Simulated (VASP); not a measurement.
# Rh (Fm-3m) in VASP: further runs

The runs below take Rh through single point, with PBEsol.

Everything below comes from runs of VASP 6.6.1. Logs are shortened: lines on timing, memory, paths and dates and some standing lists are left out, and cuts for length are marked.

## (1) The cell of the first run

Symmetry: Fm-3m, No. 225, cubic system. Conventional cell: a = 3.902 Å, b = 3.902 Å, c = 3.902 Å, α = 90.00°, β = 90.00°, γ = 90.00°. Within 3.6 Å of Rh (site symmetry m-3m) lie 12 Rh at 2.76 Å.

## (2) Single point, PBEsol (volume scaled by 1.10)

Contents of INCAR:

```
SYSTEM = Rh
PREC = Accurate ; ENCUT = 520
EDIFF = 1E-6 ; ISMEAR = 0
SIGMA = 0.1 ; LREAL = .FALSE.
LASPH = .TRUE. ; NELM = 100
ALGO = Fast ; ISIF = 2
LWAVE = .FALSE. ; LCHARG = .TRUE.
GGA = PS ; LELF = .TRUE.
LVHAR = .TRUE. ; NBANDS = 14
```

Contents of KPOINTS:

```
regular mesh
0
G
  18 18 18
  0 0 0
```

Contents of POSCAR:

```
Rh
1.0
    0.0000000000      1.9509991451      1.9509991451
    1.9509991451      0.0000000000      1.9509991451
    1.9509991451      1.9509991451      0.0000000000
Rh
1
Direct
    0.0000000000      0.0000000000      0.0000000000
```

Potentials or basis: VASP PAW PBE potentials, release 64 (Rh_pv).

The run is started by

```bash
cat potpaw_PBE.64/Rh_pv/POTCAR > POTCAR
mpirun -np 1 vasp_std > vasp.out
```

OUTCAR:

```text
SYSTEM = Rh
   PREC = Accurate
   ENCUT = 520
   EDIFF = 1E-6
   ISMEAR = 0
   LREAL = .FALSE.
   LASPH = .TRUE.
   NELM = 100
   ISIF = 2
   GGA = PS

 ion  position               nearest neighbor table
   1  0.000  0.000  0.000-

  LATTYP: Found a face centered cubic cell.
 ALAT       =     3.9019982902

  Lattice vectors:

 A1 = (   0.0000000000,   1.9509991451,   1.9509991451)
 A2 = (   1.9509991451,   0.0000000000,   1.9509991451)
 A3 = (   1.9509991451,   1.9509991451,   0.0000000000)

Analysis of symmetry for initial positions (statically):
=====================================================================
 Subroutine PRICEL returns:
 Original cell was already a primitive cell.

 Routine SETGRP: Setting up the symmetry group for a
 face centered cubic supercell.

 Subroutine GETGRP returns: Found 48 space group operations
 (whereof 48 operations were pure point group operations)
 out of a pool of 48 trial point group operations.

The static configuration has the point symmetry O_h .

Analysis of symmetry for dynamics (positions and initial velocities):
=====================================================================
 Subroutine PRICEL returns:
 Original cell was already a primitive cell.

 Routine SETGRP: Setting up the symmetry group for a
 face centered cubic supercell.

 Subroutine GETGRP returns: Found 48 space group operations
 (whereof 48 operations were pure point group operations)
 out of a pool of 48 trial point group operations.

The dynamic configuration has the point symmetry O_h .

 Subroutine INISYM returns: Found 48 space group operations
 (whereof 48 operations are pure point group operations),
 and found     1 'primitive' translations

----------------------------------------------------------------------------------------

                                     Primitive cell

  volume of cell :      14.8526

  direct lattice vectors                    reciprocal lattice vectors
     0.000000000  1.950999145  1.950999145    -0.256278944  0.256278944  0.256278944
     1.950999145  0.000000000  1.950999145     0.256278944 -0.256278944  0.256278944
     1.950999145  1.950999145  0.000000000     0.256278944  0.256278944 -0.256278944

  length of vectors
     2.759129451  2.759129451  2.759129451     0.443888151  0.443888151  0.443888151

  position of ions in fractional coordinates (direct lattice)
     0.000000000  0.000000000  0.000000000

  ion indices of the primitive-cell ions
   primitive index   ion index
                 1           1

----------------------------------------------------------------------------------------

 KPOINTS: regular mesh

Automatic generation of k-mesh.
 Grid dimensions read from file:
 generate k-points for:   18   18   18

 Generating k-lattice:

  Cartesian coordinates                     Fractional coordinates (reciprocal lattice)
    -0.014237719  0.014237719  0.014237719     0.055555556  0.000000000  0.000000000
     0.014237719 -0.014237719  0.014237719     0.000000000  0.055555556  0.000000000
     0.014237719  0.014237719 -0.014237719     0.000000000  0.000000000  0.055555556

  Length of vectors
     0.024660453  0.024660453  0.024660453

  Shift w.r.t. Gamma in fractional coordinates (k-lattice)
     0.000000000  0.000000000  0.000000000

 Subroutine IBZKPT returns following result:
 ===========================================

 Found    195 irreducible k-points:

 Following reciprocal coordinates:
            Coordinates               Weight
  0.000000  0.000000  0.000000      1.000000
  0.055556  0.000000  0.000000      8.000000
  0.111111  0.000000  0.000000      8.000000
  0.166667  0.000000  0.000000      8.000000
  0.222222  0.000000  0.000000      8.000000
  0.277778  0.000000  0.000000      8.000000
[... 16 lines left out ...]
 -0.277778  0.055556  0.000000     24.000000
 -0.222222  0.055556  0.000000     24.000000
 [... further k-points ...]
   k-points           NKPTS =    195   k-points in BZ     NKDIM =    195   number of bands    NBANDS=     14
   number of dos      NEDOS =    301   number of ions     NIONS =      1
   total plane-waves  NPLWV =  13824
   dimension x,y,z NGX =    24 NGY =   24 NGZ =   24
   dimension x,y,z NGXF=    48 NGYF=   48 NGZF=   48
   ions per type =               1
   NGX,Y,Z   is equivalent  to a cutoff of  14.46, 14.46, 14.46 a.u.
   NGXF,Y,Z  is equivalent  to a cutoff of  28.92, 28.92, 28.92 a.u.
 SYSTEM =  Rh
   PREC   = accura    normal or accurate (medium, high low for compatibility)
   ISTART =      0    job   : 0-new  1-cont  2-samecut
   ICHARG =      2    charge: 1-file 2-atom 10-const
   ISPIN  =      1    spin polarized calculation?
   LNONCOLLINEAR =      F non collinear calculations
   LSORBIT =      F    spin-orbit coupling
   LASPH  =      T    aspherical Exc in radial PAW
   ENCUT  =  520.0 eV  38.22 Ry    6.18 a.u.   5.13  5.13  5.13*2*pi/ulx,y,z
   NELM   =    100;   NELMIN=  2; NELMDL= -5     # of ELM steps
   EDIFF  = 0.1E-05   stopping-criterion for ELM
   LREAL  =      F    real-space projection
   EDIFFG = 0.1E-04   stopping-criterion for IOM
   NSW    =      0    number of steps for IOM
   IBRION =     -1    ionic relax: 0-MD 1-quasi-New 2-CG
   NFREE  =      0    steps in history (QN), initial steepest desc. (CG)
   ISIF   =      2    stress and relaxation
   ISYM   =      2    0-nonsym 1-usesym 2-fastsym
   POTIM  = 0.5000    time-step for ionic-motion
   TEBEG  =    0.0;   TEEND  =   0.0 temperature during run
   PSTRESS=    0.0 pullay stress
   NELECT =      15.0000    total number of electrons
   NUPDOWN=      -1.0000    fix difference up-down
   EMIN   =  10.00;   EMAX   =-10.00  energy-range for DOS
   EFERMI =   0.00;   METHOD = LEGACY
   ISMEAR =     0;   SIGMA  =   0.10  broadening in eV -4-tet -1-fermi 0-gaus
   EFERMI_NEDOS =   21; number of points for ismear=-14 and -15
   IALGO  =     68    algorithm
   IMIX   =      4    mixing-type and parameters
     AMIX     =   0.40;   BMIX     =  1.00
     AMIX_MAG =   1.60;   BMIX_MAG =  1.00
  volume/ion in A,a.u.               =      14.85       100.23
  Fermi-wavevector in a.u.,A,eV,Ry     =   1.642498  3.103871 36.705791  2.697800
  Thomas-Fermi vector in A             =   2.732790
   LORBIT       =      0    0 simple, 1 ext, 2 COOP (PROOUT), +10 PAW based schemes
   GGA     = PS    functional components
   LHFCALC =     F    Hartree Fock is set to
   AEXX    =    0.0000 exact exchange contribution
   IVDW    =     0    specifies the selected vdW correction
   LEPSILON=     F    determine dielectric tensor
   LRPA    =     F    only Hartree local field effects (RPA)
 non-spin polarized calculation
 RMM-DIIS sequential band-by-band and
 Gauss-broadening in eV      SIGMA  =   0.10
  energy-cutoff  :      520.00
  volume of cell :       14.85
 maximum number of plane-waves:       411
 NGX is ok and might be reduce to    24
   NGX = 11   NGY = 11   NGZ = 11

 number of electron      15.0000000 magnetization

 Free energy of the ion-electron system (eV)
  ---------------------------------------------------
  ext. energy  EPLUGINS =         0.00000000
  ---------------------------------------------------
  free energy    TOTEN  =        -8.03919802 eV

  energy without entropy =       -8.03142677  energy(sigma->0) =       -8.03531239

 E-fermi :  10.3916     XC(G=0): -13.7270

 val. band max:       10.3884727666   @ k =   0.5000   0.2222   0.1111
 cond. band min:      10.3956330711   @ k =  -0.4444   0.3333   0.1667
 fundamental gap:      0.0071603044
 Fermi energy:        10.3915556611

 k-point     1 :       0.0000    0.0000    0.0000
  band No.  band energies     occupation
      1     -35.8203      2.00000
      2     -35.8203      2.00000
      3     -35.8203      2.00000
      4       2.9013      2.00000
      5       7.6403      2.00000
      6       7.6403      2.00000
      7       7.6403      2.00000
      8       9.5092      2.00000
      9       9.5092      2.00000
     10      26.3525      0.00000
     11      30.9671      0.00000
     12      31.3686      0.00000
     13      31.3686      0.00000
     14      31.3686      0.00000

 k-point     2 :       0.0556    0.0000    0.0000
  band No.  band energies     occupation
      1     -35.8377      2.00000
      2     -35.8227      2.00000
      3     -35.8227      2.00000
      4       3.0173      2.00000
      5       7.5915      2.00000
      6       7.6843      2.00000
      7       7.6843      2.00000
      8       9.4855      2.00000
      9       9.4855      2.00000
     10      26.5076      0.00000
     11      30.6690      0.00000
     12      30.9728      0.00000
     13      31.5267      0.00000
     14      31.5267      0.00000

 k-point     3 :       0.1111    0.0000    0.0000
  band No.  band energies     occupation
      1     -35.8877      2.00000
      2     -35.8296      2.00000
      3     -35.8296      2.00000
      4       3.3518      2.00000
      5       7.4685      2.00000
      6       7.7992      2.00000
      7       7.7992      2.00000
      8       9.4351      2.00000
      9       9.4351      2.00000
     10      26.9084      0.00000
     11      29.2325      0.00000
     12      30.9704      0.00000
     13      31.9829      0.00000
     14      31.9829      0.00000
[... 324 lines left out ...]
 k-point    23 :      -0.2778    0.0556    0.0000
  band No.  band energies     occupation
      1     -36.1844      2.00000
      2     -35.8903      2.00000
      3     -35.8658      2.00000
      4       4.9754      2.00000
      5       7.7342      2.00000
      6       7.9421      2.00000
      7       7.9552      2.00000
      8       9.6733      2.00000
      9      10.3413      1.52289
     10      23.3558      0.00000
     11      27.3294      0.00000
     12      30.9676      0.00000
     13      31.9206      0.00000
     14      34.7266      0.00000

 k-point    24 :      -0.2222    0.0556    0.0000
  band No.  band energies     occupation
      1     -36.0906      2.00000
      2     -35.8762      2.00000
      3     -35.8519      2.00000
      4       4.6667      2.00000
      5       7.3114      2.00000
      6       7.9957      2.00000
      7       8.0448      2.00000
      8       9.3453      2.00000
      9       9.9441      2.00000
     10      25.1978      0.00000
     11      27.7496      0.00000
     12      30.9687      0.00000
     13      32.2955      0.00000
     14      34.2422      0.00000

 [... further k-points ...]
[... 5 lines left out ...]
  --------------------------------------------------------------------------------------
  -------------------------------------------------------------------------------------
  Total       -2.0432916     -2.0432916     -2.0432916     -0.0000000      0.0000000      0.0000000
  in kB     -220.4142642   -220.4142642   -220.4142642     -0.0000000      0.0000000      0.0000000
  external PRESSURE =    -220.4142642 kB  Pullay stress =       0.0000000 kB

 VOLUME and BASIS-vectors are now :
 -----------------------------------------------------------------------------
  energy-cutoff  :      520.00
  volume of cell :       14.85
      direct lattice vectors                 reciprocal lattice vectors
     0.000000000  1.950999145  1.950999145    -0.256278944  0.256278944  0.256278944
     1.950999145  0.000000000  1.950999145     0.256278944 -0.256278944  0.256278944
     1.950999145  1.950999145  0.000000000     0.256278944  0.256278944 -0.256278944

 POSITION                                       TOTAL-FORCE (eV/Angst)
 -----------------------------------------------------------------------------------
      0.00000      0.00000      0.00000         0.000000      0.000000      0.000000
 -----------------------------------------------------------------------------------
    total drift:                               -0.000000      0.000000      0.000000

  FREE ENERGIE OF THE ION-ELECTRON SYSTEM (eV)
  ---------------------------------------------------
  free  energy   TOTEN  =        -8.0391980164 eV

  energy  without entropy=       -8.0314267692  energy(sigma->0) =       -8.03531239
```

Run time: 14 s. Hardware: 1 thread of Intel Xeon 6975P-C (Granite Rapids), shared host; peak memory 0.16 GiB.

What came out:

| Property | Result |
| --- | --- |
| Free energy | -8.0392 eV |
| Pressure | -22.0 GPa |

Caveat: the PAW data sets were made with another functional, which shifts forces and pressure a little.

## (3) Single point, PBEsol (volume scaled by 0.94)

Contents of INCAR:

```
SYSTEM = Rh
ALGO = Normal
EDIFF = 1E-7
ENCUT = 520
GGA = PS
ISIF = 2
ISMEAR = 0
LASPH = .TRUE.
LCHARG = .FALSE.
LREAL = .FALSE.
LWAVE = .FALSE.
NBANDS = 14
NELM = 60
PREC = Accurate
SIGMA = 0.1
```

Contents of KPOINTS:

```
k-points
0
G
  18 18 18
  0 0 0
```

Contents of POSCAR:

```
Rh
1.0
    0.0000000000      1.8514079970      1.8514079970
    1.8514079970      0.0000000000      1.8514079970
    1.8514079970      1.8514079970      0.0000000000
Rh
1
Direct
    0.0000000000      0.0000000000      0.0000000000
```

Potentials or basis: VASP PAW PBE potentials, release 64 (Rh_pv).

The run is started by

```bash
cat potpaw_PBE.64/Rh_pv/POTCAR > POTCAR
mpirun -np 1 vasp_std > vasp.out
```

It used 20 s of CPU time on 1 thread of Intel Xeon 6975P-C, with other jobs on the host.

The run converged. Its results:

- Free energy: -8.0901 eV
- Pressure: 21.3 GPa

Levels at points of the mesh, in eV from the Fermi level:
```
           k point  band 4  band 5  band 6  band 7  band 8  band 9  band 10  band 11
(0.00, 0.00, 0.00)   -8.67   -3.52   -3.52   -3.52   -1.12   -1.12    15.83    20.12
(0.50, 0.00, 0.00)   -6.88   -3.61   -3.61    0.56    0.66    0.66     9.45    15.37
(0.50, 0.50, 0.00)   -7.16   -6.75    0.64    1.13    1.13    3.29    13.28    13.70
```

Caveat: the PAW data sets were made with another functional, which shifts forces and pressure a little.

## (4) Single point, PBEsol (volume scaled by 0.97)

Contents of INCAR:

```
PREC = Accurate
ENCUT = 520
EDIFF = 1E-6
ISMEAR = 0
SIGMA = 0.1
LREAL = False
LASPH = True
NELM = 100
ALGO = Fast
ISIF = 2
LWAVE = False
LCHARG = True
GGA = PS
LELF = True
LVHAR = True
NBANDS = 14
```

Contents of KPOINTS:

```
regular mesh
0
Gamma
  18 18 18
```

Contents of POSCAR:

```
Rh
1.0
    0.0000000000      1.8708979344      1.8708979344
    1.8708979344      0.0000000000      1.8708979344
    1.8708979344      1.8708979344      0.0000000000
Rh
1
Direct
    0.0000000000      0.0000000000      0.0000000000
```

The run is started by

```bash
cat potpaw_PBE.64/Rh_pv/POTCAR > POTCAR
mpirun -np 1 vasp_std > vasp.out
```

Wall time 24 s (1 thread of Intel Xeon 6975P-C, shared host); peak memory 0.15 GiB.

Results (log left out):

```yaml
Free_energy: -8.1292 eV
Pressure: 9.5 GPa
```

Levels at points of the mesh, in eV from the Fermi level:
```csv
k point,band 3,band 4,band 5,band 6,band 7,band 8,band 9,band 10,band 11,band 12
"(0.00, 0.00, 0.00)",-46.43,-8.43,-3.35,-3.35,-3.35,-1.07,-1.07,15.88,20.21,21.61
"(0.50, 0.00, 0.00)",-46.55,-6.60,-3.43,-3.43,0.59,0.62,0.62,9.10,15.40,20.21
"(0.50, 0.50, 0.00)",-46.75,-6.83,-6.44,0.60,1.07,1.07,3.24,12.85,13.51,13.51
```

Caveat: the PAW data sets were made with another functional, which shifts forces and pressure a little.

## (5) Summary

```csv
cell,gap on the mesh (eV),pressure (GPa)
"a = 2.759 Å, angles 60.0°, 1 atom",none,-22.0
"a = 2.618 Å, angles 60.0°, 1 atom",none,21.3
"a = 2.646 Å, angles 60.0°, 1 atom",none,9.5
```

Alike in all rows: task single point; level PBEsol; potentials or basis VASP PAW PBE potentials, release 64 (Rh_pv); no spin polarisation; k mesh 18 × 18 × 18; cutoff (eV) 520; smearing gaussian 0.1 eV.

Caveats: the PAW data sets were made with another functional, which shifts forces and pressure a little.

Total energies depend on the potentials used, so only differences within one code and one set of settings carry meaning.
